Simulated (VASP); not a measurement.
Input of a VASP 6.6.1 run:

POSCAR

```
Ti2C
1.0
    1.5406981810      0.8895225095      4.8137698526
   -1.5406981810      0.8895225095      4.8137698526
    0.0000000000     -1.7790450190      4.8137698526
Ti C
2 1
Direct
    0.2454978300      0.2454978300      0.2454978300
    0.7545021700      0.7545021700      0.7545021700
    0.5000000000      0.5000000000      0.5000000000
```

INCAR.step1

```
PREC = Accurate
ENCUT = 520
ISMEAR = 0
SIGMA = 0.1
LREAL = F
LASPH = T
NELM = 100
NBANDS = 21
GGA = PE
ALGO = Normal
EDIFF = 1E-4
LWAVE = T
LCHARG = F
```

The input INCAR.step2:

```
PREC = Accurate
ENCUT = 520
EDIFF = 1E-6
ISMEAR = 0
SIGMA = 0.1
LREAL = F
LASPH = T
NELM = 100
ALGO = Normal
ISIF = 2
LWAVE = F
LCHARG = F
METAGGA = R2SCAN
LMIXTAU = T
NBANDS = 21
ISTART = 1
```

Contents of KPOINTS:

```
Automatic mesh
0
Gamma
  6 6 6
  0.5 0.5 0.5
```

Potentials or basis: VASP PAW PBE potentials, release 64 (Ti_sv, C).

Launch:

```sh
$ cat potpaw_PBE.64/Ti_sv/POTCAR potpaw_PBE.64/C/POTCAR > POTCAR
$ cp INCAR.step1 INCAR
$ mpirun -np 1 vasp_std > vasp.out
$ cp INCAR.step2 INCAR
$ mpirun -np 1 vasp_std > vasp.out
```

(1) What does it give for the largest force?

(2) Predict the pressure.

(3) What does it give for the band gap on the k mesh?

Results:

(1) 0.014 eV/Å.

(2) 0.3 GPa.

(3) zero (band 14 reaches 9.24 eV, above the bottom of band 15 at 8.30 eV).

Caveat: the k points lie up to 0.40 Å⁻¹ apart; the PAW data sets were made with another functional, which shifts forces and pressure a little.
